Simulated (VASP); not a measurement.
Input of a VASP 6.6.1 run:

The input INCAR:

```
SYSTEM = GaP
ALGO = Normal ; EDIFF = 1E-6
ENCUT = 520 ; GGA = PE
ISIF = 2 ; ISMEAR = 0
LASPH = .TRUE. ; LCHARG = .FALSE.
LREAL = .FALSE. ; LWAVE = .FALSE.
NBANDS = 16 ; NELM = 80
PREC = Accurate ; SIGMA = 0.01
```

The input KPOINTS:

```
k-points
0
G
  4 4 4
  0 0 0
```

Contents of POSCAR:

```
GaP
1.0
    0.0000000000      2.6281130643      2.7254102088
    2.7254102088      0.0000000000      2.7254102088
    2.7254102088      2.6281130643      0.0000000000
Ga P
1 1
Direct
    0.0000000000      0.0000000000      0.0000000000
    0.2500000000      0.2500000000      0.2500000000
```

Potentials or basis: VASP PAW PBE potentials, release 64 (Ga_d, P).

The run is started by

```console
$ cat potpaw_PBE.64/Ga_d/POTCAR potpaw_PBE.64/P/POTCAR > POTCAR
$ mpirun -np 1 vasp_std > vasp.out
```

(1) What does it give for the band gap on the k mesh?

(2) Predict the pressure.

Answers

(1) 1.25 eV, indirect (least direct gap 1.98 eV).

(2) 6.3 GPa.

Caveat: the k points lie up to 0.51 Å⁻¹ apart; the cell differs from its parent crystal (uniaxial y strain -3.6%).
